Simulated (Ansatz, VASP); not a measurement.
**Two plane-wave programs on Hg**

```
Hg
1.0
     3.23290    0.00000    0.00000
    -1.61645    2.79977    0.00000
     0.00000    0.00000    5.41940
Hg
2
Direct
  0.66667 0.33333 0.75000
  0.33333 0.66667 0.25000
```

Alike in both runs: task single point; functional PBEsol; dispersion D3(BJ); k mesh 18 × 18 × 10; occupations gaussian, width 0.15 eV; no spin polarisation.

|  | VASP | Ansatz |
| --- | --- | --- |
| version | VASP 6.6.1 | Ansatz 0.2.0 |
| potentials or method | VASP PAW PBE potentials, release 64 (Hg), cutoff 520 eV | scalar-relativistic, plane waves, PAW |
| valence electrons in the cell | 24 | 40 |

VASP gave:

```
gap on the k mesh at the Fermi level (eV)                     : none
pressure (GPa)                                                : -3.4
traceless stress, the component that is largest in VASP (GPa) : -0.40
```

Question: Estimate Ansatz's values.

Answer: gap on the k mesh at the Fermi level (eV): none; pressure (GPa): -3.7; traceless stress, the component that is largest in VASP (GPa): -0.37.

VASP's potentials were made for PBE, not for PBEsol. A gap of «none» marks a metal or a gap that the smearing closes. VASP's potentials hold 24 valence electrons a cell and Ansatz's 40, so a difference there can come from the potentials and not from the codes.

Neither program's run includes spin-orbit coupling.
